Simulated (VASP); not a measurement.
# Al in VASP: notebook, part 2 of 2

VASP 6.6.1.

**4. Single point, PBE**

This run uses another cell than the first one, of 16.67 Å³/atom, 1.176 times its volume.

Contents of INCAR:

```
SYSTEM = Al
PREC     = Accurate       ! precision mode
ENCUT    = 520            ! plane-wave cutoff, eV
EDIFF    = 1E-6           ! SCF threshold, eV
ISMEAR   = 0              ! smearing method
SIGMA    = 0.05           ! smearing width, eV
LREAL    = .False.        ! projectors in reciprocal space
LASPH    = .True.         ! aspherical terms in the spheres
NELM     = 80             ! most SCF steps
ALGO     = Normal         ! electronic algorithm
ISIF     = 2              ! what is computed and relaxed
LWAVE    = .False.        ! write WAVECAR
LCHARG   = .True.         ! write CHGCAR
GGA      = PE             ! functional
LELF     = .True.         ! ELF
LVHAR    = .True.       
NBANDS   = 10             ! bands
```

Contents of KPOINTS:

```
Automatic mesh
0
Gamma
  15 15 8
  0 0 0
```

Contents of POSCAR:

```
Al
1.0
    2.8124553515      0.0000000000      0.0000000000
   -1.4062276757      2.4356577814      0.0000000000
    0.0000000000      0.0000000000      4.8668500000
Al
2
Direct
    0.6666666700      0.3333333300      0.7500000000
    0.3333333300      0.6666666700      0.2500000000
```

Potentials or basis: VASP PAW PBE potentials, release 64 (Al).

Started as:

```console
$ cat potpaw_PBE.64/Al/POTCAR > POTCAR
$ mpirun -np 1 vasp_std > vasp.out
```

OUTCAR:

```text
SYSTEM = Al
   PREC = Accurate
   ENCUT = 520
   EDIFF = 1E-6
   ISMEAR = 0
   LREAL = .False.
   LASPH = .True.
   NELM = 80
   ISIF = 2
   GGA = PE

 ion  position               nearest neighbor table
   1  0.667  0.333  0.750-   2 2.93   2 2.93   2 2.93   2 2.93   2 2.93   2 2.93
   2  0.333  0.667  0.250-   1 2.93   1 2.93   1 2.93   1 2.93   1 2.93   1 2.93

  LATTYP: Found a hexagonal cell.
 ALAT       =     2.8124553515
 C/A-ratio  =     1.7304630267

  Lattice vectors:

 A1 = (   2.8124553515,   0.0000000000,   0.0000000000)
 A2 = (  -1.4062276757,   2.4356577814,   0.0000000000)
 A3 = (   0.0000000000,   0.0000000000,   4.8668500000)

Analysis of symmetry for initial positions (statically):
=====================================================================
 Subroutine PRICEL returns:
 Original cell was already a primitive cell.

 Routine SETGRP: Setting up the symmetry group for a
 hexagonal supercell.

 Subroutine GETGRP returns: Found 24 space group operations
 (whereof 12 operations were pure point group operations)
 out of a pool of 24 trial point group operations.

The static configuration has the point symmetry D_3d.
[... 173 lines left out ...]
      1      -3.1749      2.00000
      2       2.8271      2.00000
      3       3.0637      2.00000
      4      19.0475      0.00000
      5      19.3274      0.00000
      6      19.3274      0.00000
      7      19.5520      0.00000
      8      19.5520      0.00000
      9      20.2725      0.00000
     10      22.6084      0.00000
[... 287 lines left out ...]
 k-point    24 :       0.4000    0.2000    0.0000
  band No.  band energies     occupation
      1       3.5845      2.00000
      2       3.6724      2.00000
      3       8.0632      0.00044
      4       9.1401      0.00000
      5       9.1951      0.00000
      6      10.0122      0.00000
      7      10.6063      0.00000
      8      14.3843      0.00000
      9      14.4911      0.00000
     10      22.0686      0.00000

 [... further k-points ...]

------------------------ aborting loop because EDIFF is reached ----------------------------------------

  FORCE on cell =-STRESS in cart. coord.  units (eV):
  Direction    XX          YY          ZZ          XY          YZ          ZX
  --------------------------------------------------------------------------------------
  -------------------------------------------------------------------------------------
  Total        0.2755976      0.2755976     -0.3781363      0.0000000     -0.0000000      0.0000000
  in kB       13.2445189     13.2445189    -18.1722649      0.0000000     -0.0000000      0.0000000
  external PRESSURE =       2.7722576 kB  Pullay stress =       0.0000000 kB

 VOLUME and BASIS-vectors are now :
 -----------------------------------------------------------------------------
  energy-cutoff  :      520.00
  volume of cell :       33.34
      direct lattice vectors                 reciprocal lattice vectors
     2.812455352  0.000000000  0.000000000     0.355561200  0.205283355  0.000000000
    -1.406227676  2.435657781  0.000000000     0.000000000  0.410566709  0.000000000
     0.000000000  0.000000000  4.866850000     0.000000000  0.000000000  0.205471712

 POSITION                                       TOTAL-FORCE (eV/Angst)
 -----------------------------------------------------------------------------------
      1.40623      0.81189      3.65014         0.000000     -0.000000      0.000000
     -0.00000      1.62377      1.21671         0.000000      0.000000      0.000000
 -----------------------------------------------------------------------------------
    total drift:                                0.000000     -0.000000     -0.000000

  FREE ENERGIE OF THE ION-ELECTRON SYSTEM (eV)
  ---------------------------------------------------
  free  energy   TOTEN  =        -7.4226023490 eV

  energy  without entropy=       -7.4217643545  energy(sigma->0) =       -7.42218335
```

OSZICAR:

```text
N       E                     dE             d eps       ncg     rms          rms(c)
DAV:   1    -0.419129400093E+00   -0.41913E+00   -0.23201E+03  2700   0.472E+02
DAV:   2    -0.731604778552E+01   -0.68969E+01   -0.66469E+01  3588   0.520E+01
DAV:   3    -0.746907259003E+01   -0.15302E+00   -0.15192E+00  3514   0.637E+00
DAV:   4    -0.746972847658E+01   -0.65589E-03   -0.65584E-03  3270   0.480E-01
DAV:   5    -0.746973399976E+01   -0.55232E-05   -0.55225E-05  3306   0.454E-02    0.180E+00
DAV:   6    -0.744220684933E+01    0.27527E-01   -0.32942E-03  3034   0.312E-01    0.104E+00
DAV:   7    -0.742269512455E+01    0.19512E-01   -0.93101E-03  2928   0.489E-01    0.170E-01
DAV:   8    -0.742260664736E+01    0.88477E-04   -0.91240E-05  3856   0.562E-02    0.146E-02
DAV:   9    -0.742260323075E+01    0.34166E-05   -0.18274E-06  3168   0.682E-03    0.190E-03
DAV:  10    -0.742260234898E+01    0.88177E-06   -0.44846E-08  1822   0.110E-03
   1 F= -.74226023E+01 E0= -.74221834E+01  d E =-.837995E-03
```

Run time: 11 s. Hardware: 1 thread of Intel Xeon 6975P-C (Granite Rapids), shared host; peak memory 0.16 GiB.

What came out:

- Free energy: -7.4226 eV
- Pressure: 0.3 GPa
- Band gap on the k mesh: zero (band 3 reaches 11.33 eV, above the bottom of band 4 at 4.89 eV)

Levels at points of the mesh, in eV from the Fermi level:
```tsv
k point	band 1	band 2	band 3	band 4	band 5	band 6
(0.00, 0.00, 0.00)	-11.11	-5.11	-4.88	11.11	11.39	11.39
(0.00, 0.00, 0.50)	-9.56	-9.56	2.34	2.34	12.43	12.43
```

**5. Single point, PBE**

This run uses another cell than the first one, of 16.67 Å³/atom, 1.176 times its volume.

Contents of INCAR:

```
PREC = Accurate ; ENCUT = 520
EDIFF = 1E-6 ; ISMEAR = 0
SIGMA = 0.05 ; LREAL = F
LASPH = T ; NELM = 60
ALGO = Normal ; ISIF = 2
LWAVE = F ; LCHARG = F
GGA = PE ; NBANDS = 10
```

Contents of KPOINTS:

```
regular mesh
0
Gamma
  15 15 8
```

POSCAR: that of step 4 with these lines changed.

```diff
@@ -8,3 +8,3 @@
 Direct
-    0.6666666700      0.3333333300      0.7500000000
+    0.6871950055      0.3743900009      0.7500000000
     0.3333333300      0.6666666700      0.2500000000
```

Started as:

```console
$ cat potpaw_PBE.64/Al/POTCAR > POTCAR
$ mpirun -np 1 vasp_std > vasp.out
```

Wall time 24 s (1 thread of Intel Xeon 6975P-C (Granite Rapids), shared host); peak memory 0.2 GiB.

Results (log left out):

| Quantity | Value |
| --- | --- |
| Free energy | -7.4191 eV |
| Pressure | 0.3 GPa |
| Largest force | 0.067 eV/Å |
| Band gap on the k mesh | zero (band 3 reaches 11.35 eV, above the bottom of band 4 at 4.85 eV) |

Forces in eV/Å, atoms in the order of the input:
```
Al   0.000 -0.067  0.000
Al   0.000  0.067  0.000
```

Stress tensor (GPa, compression positive):
```
 1.33  0.00  0.00
 0.00  1.37  0.00
 0.00  0.00 -1.70
```

Levels at points of the mesh, in eV from the Fermi level:
| k point | band 1 | band 2 | band 3 | band 4 | band 5 | band 6 | band 7 |
| --- | --- | --- | --- | --- | --- | --- | --- |
| (0.00, 0.00, 0.00) | -11.12 | -5.11 | -4.88 | 10.99 | 11.36 | 11.54 | 11.60 |
| (0.00, 0.00, 0.50) | -9.56 | -9.56 | 2.33 | 2.33 | 12.42 | 12.42 | 12.43 |
